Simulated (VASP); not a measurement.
# Ag in VASP: a series of runs

Runs on Ag. Level: PBE. Tasks: single point.

All numbers are computed with VASP 6.6.1; they aren't measurements. Logs are shortened: lines on timing, memory, paths and dates and some standing lists are left out, and cuts for length are marked.

## 1. The cell of the first run

It takes space group I4/mmm (No. 139, tetragonal). Conventional cell: a = 2.889 Å, b = 2.889 Å, c = 4.413 Å, α = 90.00°, β = 90.00°, γ = 90.00°. Within 3.8 Å of Ag (site symmetry 4/mmm) lie 12 Ag at 2.89 to 3.01 Å.

## 2. Single point, PBE (strain +0.000 along x and y, +0.080 along z)

INCAR

```
ALGO = Normal
EDIFF = 1E-6
ENCUT = 520
GGA = PE
ISIF = 2
ISMEAR = 0
LASPH = True
LCHARG = True
LELF = True
LREAL = False
LVHAR = True
LWAVE = False
NBANDS = 12
NELM = 80
PREC = Accurate
SIGMA = 0.15
```

KPOINTS

```
k-points
0
Gamma
  20 20 20
```

POSCAR

```
Ag
1.0
    0.0000000000      2.0431000000      2.2065480000
    2.0431000000      0.0000000000      2.2065480000
    2.0431000000      2.0431000000      0.0000000000
Ag
1
Direct
    0.0000000000      0.0000000000      0.0000000000
```

Potentials or basis: VASP PAW PBE potentials, release 64 (Ag).

Launch:

```console
> cat potpaw_PBE.64/Ag/POTCAR > POTCAR
> mpirun -np 1 vasp_std > vasp.out
```

OUTCAR:

```text
EDIFF = 1E-6
   ENCUT = 520
   GGA = PE
   ISIF = 2
   ISMEAR = 0
   LASPH = True
   LREAL = False
   NELM = 80
   PREC = Accurate

 ion  position               nearest neighbor table
   1  0.000  0.000  0.000-

  LATTYP: Found a body centered tetragonal cell.
 ALAT       =     2.8893797293
 C/A-ratio  =     1.5273506474

  Lattice vectors:

 A1 = (  -2.0431000000,   0.0000000000,   2.2065480000)
 A2 = (   2.0431000000,   0.0000000000,   2.2065480000)
 A3 = (   0.0000000000,   2.0431000000,  -2.2065480000)

Analysis of symmetry for initial positions (statically):
=====================================================================
 Subroutine PRICEL returns:
 Original cell was already a primitive cell.

 Routine SETGRP: Setting up the symmetry group for a
 body centered tetragonal supercell.

 Subroutine GETGRP returns: Found 16 space group operations
 (whereof 16 operations were pure point group operations)
 out of a pool of 16 trial point group operations.

The static configuration has the point symmetry D_4h.

Analysis of symmetry for dynamics (positions and initial velocities):
=====================================================================
 Subroutine PRICEL returns:
 Original cell was already a primitive cell.

 Routine SETGRP: Setting up the symmetry group for a
 body centered tetragonal supercell.

 Subroutine GETGRP returns: Found 16 space group operations
 (whereof 16 operations were pure point group operations)
 out of a pool of 16 trial point group operations.

The dynamic configuration has the point symmetry D_4h.

 Subroutine INISYM returns: Found 16 space group operations
 (whereof 16 operations are pure point group operations),
 and found     1 'primitive' translations

----------------------------------------------------------------------------------------

                                     Primitive cell

  volume of cell :      18.4214

  direct lattice vectors                    reciprocal lattice vectors
     0.000000000  2.043100000  2.206548000    -0.244726151  0.244726151  0.226598288
     2.043100000  0.000000000  2.206548000     0.244726151 -0.244726151  0.226598288
     2.043100000  2.043100000  0.000000000     0.244726151  0.244726151 -0.226598288

  length of vectors
     3.007176697  3.007176697  2.889379729     0.413676882  0.413676882  0.413676882

  position of ions in fractional coordinates (direct lattice)
     0.000000000  0.000000000  0.000000000

  ion indices of the primitive-cell ions
   primitive index   ion index
                 1           1

----------------------------------------------------------------------------------------

 KPOINTS: k-points

Automatic generation of k-mesh.
 Grid dimensions read from file:
 generate k-points for:   20   20   20

 Generating k-lattice:

  Cartesian coordinates                     Fractional coordinates (reciprocal lattice)
    -0.012236308  0.012236308  0.011329914     0.050000000  0.000000000  0.000000000
     0.012236308 -0.012236308  0.011329914     0.000000000  0.050000000  0.000000000
     0.012236308  0.012236308 -0.011329914     0.000000000  0.000000000  0.050000000

  Length of vectors
     0.020683844  0.020683844  0.020683844

  Shift w.r.t. Gamma in fractional coordinates (k-lattice)
     0.000000000  0.000000000  0.000000000

 Subroutine IBZKPT returns following result:
 ===========================================

 Found    641 irreducible k-points:

 Following reciprocal coordinates:
            Coordinates               Weight
  0.000000  0.000000  0.000000      1.000000
  0.050000 -0.000000  0.000000      8.000000
  0.100000 -0.000000  0.000000      8.000000
  0.150000 -0.000000  0.000000      8.000000
  0.200000 -0.000000  0.000000      8.000000
  0.250000 -0.000000  0.000000      8.000000
[... 16 lines left out ...]
 -0.400000  0.050000  0.000000      8.000000
 -0.350000  0.050000  0.000000      8.000000
 [... further k-points ...]
   k-points           NKPTS =    641   k-points in BZ     NKDIM =    641   number of bands    NBANDS=     12
   number of dos      NEDOS =    301   number of ions     NIONS =      1
   total plane-waves  NPLWV =  13824
   dimension x,y,z NGX =    24 NGY =   24 NGZ =   24
   dimension x,y,z NGXF=    48 NGYF=   48 NGZF=   48
   ions per type =               1
   NGX,Y,Z   is equivalent  to a cutoff of  13.27, 13.27, 13.81 a.u.
   NGXF,Y,Z  is equivalent  to a cutoff of  26.54, 26.54, 27.62 a.u.
 SYSTEM =  unknown system
   PREC   = accura    normal or accurate (medium, high low for compatibility)
   ISTART =      0    job   : 0-new  1-cont  2-samecut
   ICHARG =      2    charge: 1-file 2-atom 10-const
   ISPIN  =      1    spin polarized calculation?
   LNONCOLLINEAR =      F non collinear calculations
   LSORBIT =      F    spin-orbit coupling
   LASPH  =      T    aspherical Exc in radial PAW
   ENCUT  =  520.0 eV  38.22 Ry    6.18 a.u.   5.59  5.59  5.37*2*pi/ulx,y,z
   NELM   =     80;   NELMIN=  2; NELMDL= -5     # of ELM steps
   EDIFF  = 0.1E-05   stopping-criterion for ELM
   LREAL  =      F    real-space projection
   EDIFFG = 0.1E-04   stopping-criterion for IOM
   NSW    =      0    number of steps for IOM
   IBRION =     -1    ionic relax: 0-MD 1-quasi-New 2-CG
   NFREE  =      0    steps in history (QN), initial steepest desc. (CG)
   ISIF   =      2    stress and relaxation
   ISYM   =      2    0-nonsym 1-usesym 2-fastsym
   POTIM  = 0.5000    time-step for ionic-motion
   TEBEG  =    0.0;   TEEND  =   0.0 temperature during run
   PSTRESS=    0.0 pullay stress
   NELECT =      11.0000    total number of electrons
   NUPDOWN=      -1.0000    fix difference up-down
   EMIN   =  10.00;   EMAX   =-10.00  energy-range for DOS
   EFERMI =   0.00;   METHOD = LEGACY
   ISMEAR =     0;   SIGMA  =   0.15  broadening in eV -4-tet -1-fermi 0-gaus
   EFERMI_NEDOS =   21; number of points for ismear=-14 and -15
   IALGO  =     38    algorithm
   IMIX   =      4    mixing-type and parameters
     AMIX     =   0.40;   BMIX     =  1.00
     AMIX_MAG =   1.60;   BMIX_MAG =  1.00
  volume/ion in A,a.u.               =      18.42       124.31
  Fermi-wavevector in a.u.,A,eV,Ry     =   1.378579  2.605136 25.857584  1.900479
  Thomas-Fermi vector in A             =   2.503627
   LORBIT       =      0    0 simple, 1 ext, 2 COOP (PROOUT), +10 PAW based schemes
   GGA     = PE    functional components
   LHFCALC =     F    Hartree Fock is set to
   AEXX    =    0.0000 exact exchange contribution
   IVDW    =     0    specifies the selected vdW correction
   LEPSILON=     F    determine dielectric tensor
   LRPA    =     F    only Hartree local field effects (RPA)
 non-spin polarized calculation
 Gauss-broadening in eV      SIGMA  =   0.15
  energy-cutoff  :      520.00
  volume of cell :       18.42
 maximum number of plane-waves:       517
   NGX = 11   NGY = 11   NGZ = 11

 number of electron      11.0000003 magnetization

 Free energy of the ion-electron system (eV)
  ---------------------------------------------------
  ext. energy  EPLUGINS =         0.00000000
  ---------------------------------------------------
  free energy    TOTEN  =        -2.70781192 eV

  energy without entropy =       -2.70526740  energy(sigma->0) =       -2.70653966

 E-fermi :   7.4314     XC(G=0): -11.7534

 val. band max:        7.4308273319   @ k =  -0.2000   0.3000   0.1500
 cond. band min:       7.4539866936   @ k =   0.5000   0.3000   0.0500
 fundamental gap:      0.0231593617
 Fermi energy:         7.4314474410

 k-point     1 :       0.0000    0.0000    0.0000
  band No.  band energies     occupation
      1       0.1850      2.00000
      2       2.5672      2.00000
      3       3.0192      2.00000
      4       3.0192      2.00000
      5       3.5130      2.00000
      6       3.9717      2.00000
      7      23.3211      0.00000
      8      25.8604      0.00000
      9      26.6232      0.00000
     10      26.6232      0.00000
     11      30.9510      0.00000
     12      31.4652      0.00000

 k-point     2 :       0.0500   -0.0000    0.0000
  band No.  band energies     occupation
      1       0.2590      2.00000
      2       2.5802      2.00000
      3       3.0098      2.00000
      4       3.0377      2.00000
      5       3.5113      2.00000
      6       3.9598      2.00000
      7      23.3140      0.00000
      8      25.5380      0.00000
      9      26.2583      0.00000
     10      26.6351      0.00000
     11      30.6703      0.00000
     12      31.4817      0.00000

 k-point     3 :       0.1000   -0.0000    0.0000
  band No.  band energies     occupation
      1       0.4746      2.00000
      2       2.6126      2.00000
      3       2.9874      2.00000
      4       3.0888      2.00000
      5       3.5152      2.00000
      6       3.9288      2.00000
      7      23.0326      0.00000
      8      24.4772      0.00000
      9      26.1588      0.00000
     10      26.6600      0.00000
     11      29.6926      0.00000
     12      31.4391      0.00000

 k-point     4 :       0.1500   -0.0000    0.0000
  band No.  band energies     occupation
      1       0.8071      2.00000
      2       2.6582      2.00000
      3       2.9627      2.00000
      4       3.1573      2.00000
      5       3.5507      2.00000
      6       3.8943      2.00000
      7      21.7170      0.00000
      8      24.0583      0.00000
      9      26.1546      0.00000
     10      26.6688      0.00000
     11      28.8827      0.00000
     12      30.8300      0.00000

 k-point     5 :       0.2000   -0.0000    0.0000
  band No.  band energies     occupation
      1       1.1883      2.00000
      2       2.7543      2.00000
      3       2.9440      2.00000
      4       3.2148      2.00000
      5       3.6464      2.00000
      6       3.8849      2.00000
      7      19.9007      0.00000
      8      23.8821      0.00000
      9      26.0836      0.00000
     10      26.6214      0.00000
     11      28.4198      0.00000
     12      30.2410      0.00000

 k-point     6 :       0.2500   -0.0000    0.0000
  band No.  band energies     occupation
      1       1.4767      2.00000
      2       2.8394      2.00000
      3       3.1331      2.00000
      4       3.2292      2.00000
      5       3.8056      2.00000
      6       3.9305      2.00000
      7      18.0048      0.00000
      8      23.5432      0.00000
      9      25.8706      0.00000
     10      26.4834      0.00000
     11      28.2398      0.00000
     12      30.0133      0.00000

 k-point     7 :       0.3000   -0.0000    0.0000
  band No.  band energies     occupation
      1       1.5788      2.00000
      2       2.7935      2.00000
      3       3.1971      2.00000
      4       3.7615      2.00000
      5       4.0031      2.00000
      6       4.0303      2.00000
      7      16.1297      0.00000
      8      23.0802      0.00000
      9      25.4934      0.00000
     10      26.2489      0.00000
     11      28.1574      0.00000
     12      30.3056      0.00000

 k-point     8 :       0.3500   -0.0000    0.0000
  band No.  band energies     occupation
      1       1.5660      2.00000
      2       2.7363      2.00000
      3       3.1427      2.00000
      4       4.1523      2.00000
      5       4.2033      2.00000
      6       4.6520      2.00000
      7      14.3296      0.00000
      8      22.6138      0.00000
      9      25.0359      0.00000
     10      25.9565      0.00000
     11      28.1258      0.00000
     12      30.2496      0.00000
[... 166 lines left out ...]
 k-point    20 :       0.4500    0.0500    0.0000
  band No.  band energies     occupation
      1       1.5303      2.00000
      2       2.6385      2.00000
      3       3.0993      2.00000
      4       4.2899      2.00000
      5       4.3543      2.00000
      6       6.4771      2.00000
      7      11.8144      0.00000
      8      21.8223      0.00000
      9      24.2908      0.00000
     10      24.9266      0.00000
     11      28.4925      0.00000
     12      30.4310      0.00000

 k-point    21 :       0.5000    0.0500    0.0000
  band No.  band energies     occupation
      1       1.5068      2.00000
      2       2.6254      2.00000
      3       3.0709      2.00000
      4       4.3714      2.00000
      5       4.3953      2.00000
      6       7.3042      1.76960
      7      10.7588      0.00000
      8      21.5702      0.00000
      9      24.0930      0.00000
     10      25.0857      0.00000
     11      28.6148      0.00000
     12      30.2443      0.00000

 k-point    22 :      -0.4500    0.0500    0.0000
  band No.  band energies     occupation
      1       1.5115      2.00000
      2       2.6364      2.00000
      3       3.0673      2.00000
      4       4.3342      2.00000
      5       4.4027      2.00000
      6       7.2039      1.96805
      7      10.8976      0.00000
      8      21.4837      0.00000
      9      24.0782      0.00000
     10      25.4056      0.00000
     11      28.7129      0.00000
     12      30.0972      0.00000

 k-point    23 :      -0.4000    0.0500    0.0000
  band No.  band energies     occupation
      1       1.5443      2.00000
      2       2.6684      2.00000
      3       3.0897      2.00000
      4       4.2467      2.00000
      5       4.3080      2.00000
      6       6.3128      2.00000
      7      12.0970      0.00000
      8      21.5649      0.00000
      9      24.2422      0.00000
     10      25.8848      0.00000
     11      28.8007      0.00000
     12      29.9872      0.00000

 k-point    24 :      -0.3500    0.0500    0.0000
  band No.  band energies     occupation
      1       1.5947      2.00000
      2       2.7158      2.00000
      3       3.1343      2.00000
      4       4.1005      2.00000
      5       4.1216      2.00000
      6       5.3273      2.00000
      7      13.6859      0.00000
      8      21.7966      0.00000
      9      24.5599      0.00000
     10      26.4905      0.00000
     11      28.8865      0.00000
     12      29.9260      0.00000

 [... further k-points ...]
[... 5 lines left out ...]
  --------------------------------------------------------------------------------------
  -------------------------------------------------------------------------------------
  Total       -0.1824555     -0.1824555     -0.5296325      0.0000000      0.0000000     -0.0000000
  in kB      -15.8688290    -15.8688290    -46.0640974      0.0000000      0.0000000     -0.0000000
  external PRESSURE =     -25.9339184 kB  Pullay stress =       0.0000000 kB

 VOLUME and BASIS-vectors are now :
 -----------------------------------------------------------------------------
  energy-cutoff  :      520.00
  volume of cell :       18.42
      direct lattice vectors                 reciprocal lattice vectors
     0.000000000  2.043100000  2.206548000    -0.244726151  0.244726151  0.226598288
     2.043100000  0.000000000  2.206548000     0.244726151 -0.244726151  0.226598288
     2.043100000  2.043100000  0.000000000     0.244726151  0.244726151 -0.226598288

 POSITION                                       TOTAL-FORCE (eV/Angst)
 -----------------------------------------------------------------------------------
      0.00000      0.00000      0.00000         0.000000      0.000000      0.000000
 -----------------------------------------------------------------------------------
    total drift:                               -0.000000      0.000000     -0.000000

  FREE ENERGIE OF THE ION-ELECTRON SYSTEM (eV)
  ---------------------------------------------------
  free  energy   TOTEN  =        -2.7078119201 eV

  energy  without entropy=       -2.7052673953  energy(sigma->0) =       -2.70653966
```

Run time: 2 min. Hardware: 1 thread of Intel Xeon 6975P-C, shared host; peak memory 0.26 GiB.

Results:

* Free energy: -2.7078 eV
* Pressure: -2.6 GPa

Stress tensor (GPa, compression positive):
```
-1.59  0.00  0.00
 0.00 -1.59  0.00
 0.00  0.00 -4.61
```

Levels at points of the mesh, in eV from the Fermi level:
| k point | band 4 | band 5 | band 6 | band 7 | band 8 | band 9 |
| --- | --- | --- | --- | --- | --- | --- |
| (0.00, 0.00, 0.00) | -4.41 | -3.92 | -3.46 | 15.89 | 18.43 | 19.19 |
| (0.50, 0.00, 0.00) | -3.06 | -2.90 | -0.21 | 3.19 | 14.46 | 16.82 |
| (0.50, 0.50, 0.00) | -2.83 | -2.83 | 0.88 | 4.97 | 11.15 | 11.15 |
| (0.50, 0.00, 0.50) | -2.97 | -2.62 | 2.08 | 6.75 | 9.85 | 9.86 |

Caveat: the cell differs from its parent crystal (strain +0.000 along x and y, +0.080 along z).

## 3. Single point, PBE (strain +0.040 along x and y, +0.000 along z)

INCAR

```
SYSTEM = Ag
PREC = Accurate
ENCUT = 520
EDIFF = 1E-6
ISMEAR = 0
SIGMA = 0.15
LREAL = .False.
LASPH = .True.
NELM = 60
ALGO = Normal
ISIF = 2
LWAVE = .False.
LCHARG = .False.
GGA = PE
NBANDS = 12
```

KPOINTS

```
Automatic mesh
0
Gamma
  20 20 20
  0 0 0
```

POSCAR

```
Ag
1.0
    0.0000000000      2.1248240000      2.0431000000
    2.1248240000      0.0000000000      2.0431000000
    2.1248240000      2.1248240000      0.0000000000
Ag
1
Direct
    0.0000000000      0.0000000000      0.0000000000
```

Potentials or basis: VASP PAW PBE potentials, release 64 (Ag).

Launch:

```console
> cat potpaw_PBE.64/Ag/POTCAR > POTCAR
> mpirun -np 1 vasp_std > vasp.out
```

Wall time 1.8 min (1 thread of Intel Xeon 6975P-C, shared host); peak memory 0.26 GiB.

The run converged. Its results:

```yaml
Free_energy: -2.7140 eV
Pressure: -2.9 GPa
```

Stress tensor (GPa, compression positive):
```
-3.22  0.00  0.00
 0.00 -3.22  0.00
 0.00  0.00 -2.13
```

Levels at points of the mesh, in eV from the Fermi level:
| k point | band 4 | band 5 | band 6 | band 7 | band 8 | band 9 |
| --- | --- | --- | --- | --- | --- | --- |
| (0.00, 0.00, 0.00) | -4.41 | -3.77 | -3.55 | 15.84 | 18.80 | 18.80 |
| (0.50, 0.00, 0.00) | -3.01 | -2.91 | -0.20 | 3.18 | 14.94 | 16.60 |
| (0.50, 0.50, 0.00) | -2.77 | -2.77 | 2.10 | 6.76 | 9.81 | 9.81 |
| (0.50, 0.00, 0.50) | -2.86 | -2.71 | 1.46 | 5.83 | 10.48 | 10.50 |

Caveat: the cell differs from its parent crystal (strain +0.040 along x and y, +0.000 along z).

(Continued in part 2 of 2.)
